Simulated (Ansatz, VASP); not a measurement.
Si16B in VASP and in Ansatz

```
Si B
1.0
     0.00000    5.43000    5.43000
     5.43000    0.00000    5.43000
     5.43000    5.43000    0.00000
Si B
16 1
Direct
  0.99981 0.00518 0.00124
  0.12650 0.12581 0.12495
  0.99957 0.99925 0.49794
  0.11947 0.12348 0.62453
  0.99811 0.49802 0.99758
  0.12235 0.62245 0.12278
  0.00102 0.50127 0.50564
  0.12675 0.62641 0.62536
  0.49968 0.99939 0.99901
  0.62435 0.12467 0.12032
  0.50238 0.00244 0.50276
  0.62739 0.12727 0.62682
  0.50493 0.49989 0.00107
  0.62590 0.62617 0.12496
  0.49963 0.49944 0.49803
  0.62351 0.61954 0.62488
  0.81625 0.31411 0.80555
```

Alike in both runs: functional PBE; k mesh 2 × 2 × 2; occupations fermi-dirac, width 0.05 eV; collinear spin.

Ansatz relaxed the structure, and its values are those at the end. VASP's run is a single point on that final structure, the one shown.

|  | VASP | Ansatz |
| --- | --- | --- |
| version | VASP 6.6.1 | Ansatz 0.2.0 |
| potentials or method | VASP PAW PBE potentials, release 64 (Si, B), cutoff 420 eV | scalar-relativistic, plane waves, PAW |
| valence electrons in the cell | 67 | 67 |

|  | VASP | Ansatz | Ansatz less VASP |
| --- | --- | --- | --- |
| rms of the force components (eV/Å) | 0.017 | 0.016 | -0.0008 |
| net moment per atom (μB) | 0.00 | 0.00 | 0.000 |

Ansatz's warnings: seeded moment not kept.

The k mesh is coarse, so the values compare programs but aren't converged.
